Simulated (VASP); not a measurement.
# Fe (Fd-3m) in VASP: notebook

Fe is run at these levels: revPBE; tasks: single point.

Everything below comes from runs of VASP 6.6.1. Logs are shortened: lines on timing, memory, paths and dates and some standing lists are left out, and cuts for length are marked.

## (1) The cell of the first run

It takes space group Fd-3m (No. 227, cubic). The conventional cell has a = 4.905 Å, b = 4.905 Å, c = 4.905 Å, α = 90.00°, β = 90.00°, γ = 90.00°. Within 2.8 Å of Fe (site symmetry -43m) lie 4 Fe at 2.12 Å.

## (2) Single point, revPBE

INCAR reads:

```
ALGO = Normal
EDIFF = 1E-7
ENCUT = 520
GGA = RE
ISIF = 2
ISMEAR = -1
LASPH = True
LCHARG = False
LREAL = False
LWAVE = False
NBANDS = 15
NELM = 100
PREC = Accurate
SIGMA = 0.1
```

KPOINTS reads:

```
k-points
0
Gamma
  13 13 13
```

POSCAR reads:

```
Fe
1.0
    0.0000000000      2.4526971635      2.4526971635
    2.4526971635      0.0000000000      2.4526971635
    2.4526971635      2.4526971635      0.0000000000
Fe
2
Direct
    0.1250000000      0.1250000000      0.1250000000
    0.8750000000      0.8750000000      0.8750000000
```

Potentials or basis: VASP PAW PBE potentials, release 64 (Fe).

Run with:

```sh
> cat potpaw_PBE.64/Fe/POTCAR > POTCAR
> mpirun -np 1 vasp_std > vasp.out
```

OUTCAR:

```text
EDIFF = 1E-7
   ENCUT = 520
   GGA = RE
   ISIF = 2
   ISMEAR = -1
   LASPH = True
   LREAL = False
   NELM = 100
   PREC = Accurate

 ion  position               nearest neighbor table
   1  0.125  0.125  0.125-   2 2.12   2 2.12   2 2.12   2 2.12
   2  0.875  0.875  0.875-   1 2.12   1 2.12   1 2.12   1 2.12

  LATTYP: Found a face centered cubic cell.
 ALAT       =     4.9053943270

  Lattice vectors:

 A1 = (   0.0000000000,   2.4526971635,   2.4526971635)
 A2 = (   2.4526971635,   0.0000000000,   2.4526971635)
 A3 = (   2.4526971635,   2.4526971635,   0.0000000000)

Analysis of symmetry for initial positions (statically):
=====================================================================
 Subroutine PRICEL returns:
 Original cell was already a primitive cell.

 Routine SETGRP: Setting up the symmetry group for a
 face centered cubic supercell.

 Subroutine GETGRP returns: Found 48 space group operations
 (whereof 12 operations were pure point group operations)
 out of a pool of 48 trial point group operations.

The static configuration has the point symmetry D_3d.
 The point group associated with its full space group is O_h .

Analysis of symmetry for dynamics (positions and initial velocities):
=====================================================================
 Subroutine PRICEL returns:
 Original cell was already a primitive cell.

 Routine SETGRP: Setting up the symmetry group for a
 face centered cubic supercell.

 Subroutine GETGRP returns: Found 48 space group operations
 (whereof 12 operations were pure point group operations)
 out of a pool of 48 trial point group operations.

The dynamic configuration has the point symmetry D_3d.
 The point group associated with its full space group is O_h .

 Subroutine INISYM returns: Found 48 space group operations
 (whereof 12 operations are pure point group operations),
 and found     1 'primitive' translations

----------------------------------------------------------------------------------------

                                     Primitive cell

  volume of cell :      29.5095

  direct lattice vectors                    reciprocal lattice vectors
     0.000000000  2.452697163  2.452697163    -0.203857210  0.203857210  0.203857210
     2.452697163  0.000000000  2.452697163     0.203857210 -0.203857210  0.203857210
     2.452697163  2.452697163  0.000000000     0.203857210  0.203857210 -0.203857210

  length of vectors
     3.468637593  3.468637593  3.468637593     0.353091045  0.353091045  0.353091045
[... 86 lines left out ...]
   NFREE  =      0    steps in history (QN), initial steepest desc. (CG)
   ISIF   =      2    stress and relaxation
   ISYM   =      2    0-nonsym 1-usesym 2-fastsym
   POTIM  = 0.5000    time-step for ionic-motion
   TEBEG  =    0.0;   TEEND  =   0.0 temperature during run
   PSTRESS=    0.0 pullay stress
   NELECT =      16.0000    total number of electrons
   NUPDOWN=      -1.0000    fix difference up-down
   EMIN   =  10.00;   EMAX   =-10.00  energy-range for DOS
   EFERMI =   0.00;   METHOD = LEGACY
   ISMEAR =    -1;   SIGMA  =   0.10  broadening in eV -4-tet -1-fermi 0-gaus
   EFERMI_NEDOS =   21; number of points for ismear=-14 and -15
   IALGO  =     38    algorithm
   IMIX   =      4    mixing-type and parameters
     AMIX     =   0.40;   BMIX     =  1.00
     AMIX_MAG =   1.60;   BMIX_MAG =  1.00
  volume/ion in A,a.u.               =      14.75        99.57
  Fermi-wavevector in a.u.,A,eV,Ry     =   1.334937  2.522666 24.246369  1.782058
  Thomas-Fermi vector in A             =   2.463680
   LORBIT       =      0    0 simple, 1 ext, 2 COOP (PROOUT), +10 PAW based schemes
   GGA     = RE    functional components
   LHFCALC =     F    Hartree Fock is set to
   AEXX    =    0.0000 exact exchange contribution
   IVDW    =     0    specifies the selected vdW correction
   LEPSILON=     F    determine dielectric tensor
   LRPA    =     F    only Hartree local field effects (RPA)
 non-spin polarized calculation
  energy-cutoff  :      520.00
  volume of cell :       29.51
 maximum number of plane-waves:       821
 NGX is ok and might be reduce to    28
   NGX = 13   NGY = 13   NGZ = 13

 number of electron      16.0000001 magnetization

 Free energy of the ion-electron system (eV)
  ---------------------------------------------------
  ext. energy  EPLUGINS =         0.00000000
  ---------------------------------------------------
  free energy    TOTEN  =       -13.20525375 eV

  energy without entropy =      -13.11892455  energy(sigma->0) =      -13.16208915

 E-fermi :   3.5350     XC(G=0): -11.3453

 val. band max:        3.5152143507   @ k =   0.3846   0.0000   0.0000
 cond. band min:       3.5462298649   @ k =   0.2308   0.2308   0.0000
 fundamental gap:      0.0310155141
 Fermi energy:         3.5350413741

 k-point     1 :       0.0000    0.0000    0.0000
  band No.  band energies     occupation
      1      -3.0273      2.00000
      2       0.8669      2.00000
      3       0.8669      2.00000
      4       1.1423      2.00000
      5       1.1423      2.00000
      6       1.1423      2.00000
      7       3.1506      1.95811
      8       3.1506      1.95811
      9       3.1506      1.95811
     10       4.7176      0.00001
     11       4.7176      0.00001
     12      17.6066      0.00000
     13      17.6066      0.00000
     14      17.6066      0.00000
[... 401 lines left out ...]
      2       0.3655      2.00000
      3       1.0958      2.00000
      4       1.1582      2.00000
      5       1.3547      2.00000
      6       1.7475      2.00000
      7       2.3420      1.99999
      8       3.6324      0.54851
      9       3.6473      0.49100
     10       4.4048      0.00033
     11       4.7623      0.00001
     12       6.7550      0.00000
     13      12.1912      0.00000
     14      12.3090      0.00000
     15      15.2876      0.00000

 [... further k-points ...]
[... 5 lines left out ...]
  --------------------------------------------------------------------------------------
  -------------------------------------------------------------------------------------
  Total       -0.2418789     -0.2418789     -0.2418789      0.0000000      0.0000000      0.0000000
  in kB      -13.1324821    -13.1324821    -13.1324821      0.0000000      0.0000000      0.0000000
  external PRESSURE =     -13.1324821 kB  Pullay stress =       0.0000000 kB

 VOLUME and BASIS-vectors are now :
 -----------------------------------------------------------------------------
  energy-cutoff  :      520.00
  volume of cell :       29.51
      direct lattice vectors                 reciprocal lattice vectors
     0.000000000  2.452697163  2.452697163    -0.203857210  0.203857210  0.203857210
     2.452697163  0.000000000  2.452697163     0.203857210 -0.203857210  0.203857210
     2.452697163  2.452697163  0.000000000     0.203857210  0.203857210 -0.203857210

 POSITION                                       TOTAL-FORCE (eV/Angst)
 -----------------------------------------------------------------------------------
      0.61317      0.61317      0.61317        -0.000000      0.000000     -0.000000
      4.29222      4.29222      4.29222         0.000000     -0.000000      0.000000
 -----------------------------------------------------------------------------------
    total drift:                                0.000000     -0.000000     -0.000000

  FREE ENERGIE OF THE ION-ELECTRON SYSTEM (eV)
  ---------------------------------------------------
  free  energy   TOTEN  =       -13.2052537502 eV

  energy  without entropy=      -13.1189245489  energy(sigma->0) =      -13.16208915
```

OSZICAR:

```text
N       E                     dE             d eps       ncg     rms          rms(c)
DAV:   1     0.821164501216E+02    0.82116E+02   -0.70500E+03  2528   0.128E+03
DAV:   2    -0.125836268835E+02   -0.94700E+02   -0.82759E+02  2527   0.234E+02
DAV:   3    -0.147367185635E+02   -0.21531E+01   -0.20718E+01  3010   0.520E+01
DAV:   4    -0.147518610602E+02   -0.15142E-01   -0.15141E-01  2856   0.381E+00
DAV:   5    -0.147521024727E+02   -0.24141E-03   -0.24141E-03  3031   0.470E-01    0.115E+01
DAV:   6    -0.135314405621E+02    0.12207E+01   -0.95981E+00  2989   0.590E+01    0.352E+00
DAV:   7    -0.132202621305E+02    0.31118E+00   -0.12190E+00  3087   0.210E+01    0.139E+00
DAV:   8    -0.132066830763E+02    0.13579E-01   -0.13471E-02  3126   0.173E+00    0.505E-01
DAV:   9    -0.132053281098E+02    0.13550E-02   -0.25931E-03  3372   0.631E-01    0.726E-02
DAV:  10    -0.132052583822E+02    0.69728E-04   -0.96583E-05  2873   0.176E-01    0.147E-02
DAV:  11    -0.132052524142E+02    0.59679E-05   -0.65134E-06  2653   0.328E-02    0.211E-03
DAV:  12    -0.132052529507E+02   -0.53649E-06   -0.80926E-08  2317   0.353E-03    0.138E-03
DAV:  13    -0.132052537368E+02   -0.78614E-06   -0.25037E-08  1428   0.197E-03    0.149E-04
DAV:  14    -0.132052537502E+02   -0.13316E-07   -0.39849E-09  1316   0.656E-04
   1 F= -.13205254E+02 E0= -.13162089E+02  d E =-.863292E-01
```

stdout:

```text
POSCAR found type information on POSCAR Fe
 POSCAR found :  1 types and       2 ions
 scaLAPACK will be used
 -----------------------------------------------------------------------------
|                                                                             |
|                                                                             |
|     You enforced a specific xc type in the INCAR file but a different       |
|     I HOPE YOU KNOW WHAT YOU ARE DOING!                                     |
|                                                                             |
 -----------------------------------------------------------------------------

 LDA part: xc-table for (Slater+PW92), standard interpolation
 POSCAR, INCAR and KPOINTS ok, starting setup
 FFT: planning ... GRIDC
 FFT: planning ... GRID_SOFT
 FFT: planning ... GRID
 WAVECAR not read
 entering main loop
```

Wall time 20 s (1 thread of Intel Xeon Platinum 8559C (Emerald Rapids), shared host); peak memory 0.17 GiB.

What came out:

```
Free energy            : -13.2053 eV
Pressure               : -1.3 GPa
Band gap on the k mesh : zero (band 8 reaches 3.90 eV, above the bottom of band 9 at 3.13 eV)
```

Caveat: the PAW data sets were made with another functional, which shifts forces and pressure a little; the run has no spin polarisation, though such a crystal can be magnetic. Spin polarisation is off, so any magnetic state and its effect on volume and gap are missing.

## (3) Single point, revPBE (volume scaled by 1.04)

INCAR reads:

```
PREC = Accurate
ENCUT = 520
EDIFF = 1E-6
ISMEAR = -1
SIGMA = 0.1
LREAL = F
LASPH = T
NELM = 80
ALGO = Normal
ISIF = 2
LWAVE = F
LCHARG = T
GGA = RE
LELF = T
LVHAR = T
NBANDS = 15
```

KPOINTS reads:

```
Automatic mesh
0
Gamma
  13 13 13
```

POSCAR reads:

```
Fe
1.0
    0.0000000000      2.4849731960      2.4849731960
    2.4849731960      0.0000000000      2.4849731960
    2.4849731960      2.4849731960      0.0000000000
Fe
2
Direct
    0.1250000000      0.1250000000      0.1250000000
    0.8750000000      0.8750000000      0.8750000000
```

Potentials or basis: VASP PAW PBE potentials, release 64 (Fe).

Run with:

```sh
> cat potpaw_PBE.64/Fe/POTCAR > POTCAR
> mpirun -np 1 vasp_std > vasp.out
```

It took 19 s on 1 thread of Intel Xeon Platinum 8559C (Emerald Rapids), shared host; peak memory 0.17 GiB.

The run converged. Its results:

```
Free energy            : -13.1768 eV
Pressure               : -6.2 GPa
Band gap on the k mesh : zero (band 8 reaches 3.56 eV, above the bottom of band 9 at 2.84 eV)
```

Levels at points of the mesh, in eV from the Fermi level:
```csv
k point,band 5,band 6,band 7,band 8,band 9,band 10,band 11,band 12
"(0.00, 0.00, 0.00)",-2.29,-2.29,-0.37,-0.37,-0.37,1.11,1.11,13.68
```

Caveat: the PAW data sets were made with another functional, which shifts forces and pressure a little; the run has no spin polarisation, though such a crystal can be magnetic.

## (4) Single point, revPBE (volume scaled by 1.08)

INCAR reads:

```
SYSTEM = Fe
ALGO = Normal
EDIFF = 1E-6
ENCUT = 520
GGA = RE
ISIF = 2
ISMEAR = -1
LASPH = .TRUE.
LCHARG = .TRUE.
LELF = .TRUE.
LREAL = .FALSE.
LVHAR = .TRUE.
LWAVE = .FALSE.
NBANDS = 15
NELM = 80
PREC = Accurate
SIGMA = 0.1
```

KPOINTS reads:

```
k-points
0
G
  13 13 13
  0 0 0
```

POSCAR reads:

```
Fe
1.0
    0.0000000000      2.5164318925      2.5164318925
    2.5164318925      0.0000000000      2.5164318925
    2.5164318925      2.5164318925      0.0000000000
Fe
2
Direct
    0.1250000000      0.1250000000      0.1250000000
    0.8750000000      0.8750000000      0.8750000000
```

Potentials or basis: VASP PAW PBE potentials, release 64 (Fe).

Run with:

```sh
> cat potpaw_PBE.64/Fe/POTCAR > POTCAR
> mpirun -np 1 vasp_std > vasp.out
```

OUTCAR:

```text
SYSTEM = Fe
   EDIFF = 1E-6
   ENCUT = 520
   GGA = RE
   ISIF = 2
   ISMEAR = -1
   LASPH = .TRUE.
   LREAL = .FALSE.
   NELM = 80
   PREC = Accurate

 ion  position               nearest neighbor table
   1  0.125  0.125  0.125-   2 2.18   2 2.18   2 2.18   2 2.18
   2  0.875  0.875  0.875-   1 2.18   1 2.18   1 2.18   1 2.18

  LATTYP: Found a face centered cubic cell.
 ALAT       =     5.0328637850

  Lattice vectors:

 A1 = (   0.0000000000,   2.5164318925,   2.5164318925)
 A2 = (   2.5164318925,   0.0000000000,   2.5164318925)
 A3 = (   2.5164318925,   2.5164318925,   0.0000000000)

[... 609 lines left out ...]
     12       5.8763      0.00000
     13      11.0484      0.00000
     14      11.1891      0.00000
     15      14.1810      0.00000

 [... further k-points ...]
[... 5 lines left out ...]
  --------------------------------------------------------------------------------------
  -------------------------------------------------------------------------------------
  Total       -2.0173944     -2.0173944     -2.0173944     -0.0000000     -0.0000000      0.0000000
  in kB     -101.4181879   -101.4181879   -101.4181879     -0.0000000     -0.0000000      0.0000000
  external PRESSURE =    -101.4181879 kB  Pullay stress =       0.0000000 kB

 VOLUME and BASIS-vectors are now :
 -----------------------------------------------------------------------------
  energy-cutoff  :      520.00
  volume of cell :       31.87
      direct lattice vectors                 reciprocal lattice vectors
     0.000000000  2.516431892  2.516431892    -0.198694032  0.198694032  0.198694032
     2.516431892  0.000000000  2.516431892     0.198694032 -0.198694032  0.198694032
     2.516431892  2.516431892  0.000000000     0.198694032  0.198694032 -0.198694032

 POSITION                                       TOTAL-FORCE (eV/Angst)
 -----------------------------------------------------------------------------------
      0.62911      0.62911      0.62911        -0.000000     -0.000000      0.000000
      4.40376      4.40376      4.40376         0.000000      0.000000      0.000000
 -----------------------------------------------------------------------------------
    total drift:                                0.000000     -0.000000     -0.000000

  FREE ENERGIE OF THE ION-ELECTRON SYSTEM (eV)
  ---------------------------------------------------
  free  energy   TOTEN  =       -13.1160313600 eV

  energy  without entropy=      -13.0210830681  energy(sigma->0) =      -13.06855721
```

Wall time 19 s (1 thread of Intel Xeon Platinum 8559C (Emerald Rapids), shared host); peak memory 0.17 GiB.

Results:

```yaml
Free_energy: -13.1160 eV
Pressure: -10.1 GPa
Band_gap_on_the_k_mesh: zero (band 8 reaches 3.25 eV, above the bottom of band 9 at 2.56 eV)
```

Caveat: the PAW data sets were made with another functional, which shifts forces and pressure a little; the run has no spin polarisation, though such a crystal can be magnetic.

## (5) Overview

```csv
cell,gap on the mesh (eV),pressure (GPa)
"a = 3.469 Å, angles 60.0°, 2 atoms",none,-1.3
"a = 3.514 Å, angles 60.0°, 2 atoms",none,-6.2
"a = 3.559 Å, angles 60.0°, 2 atoms",none,-10.1
```

Alike in all rows: task single point; level revPBE; potentials or basis VASP PAW PBE potentials, release 64 (Fe); no spin polarisation; k mesh 13 × 13 × 13; cutoff (eV) 520; smearing fermi-dirac 0.1 eV.

Caveats: the PAW data sets were made with another functional, which shifts forces and pressure a little; the run has no spin polarisation, though such a crystal can be magnetic.

Total energies depend on the potentials used, so only differences within one code and one set of settings carry meaning.
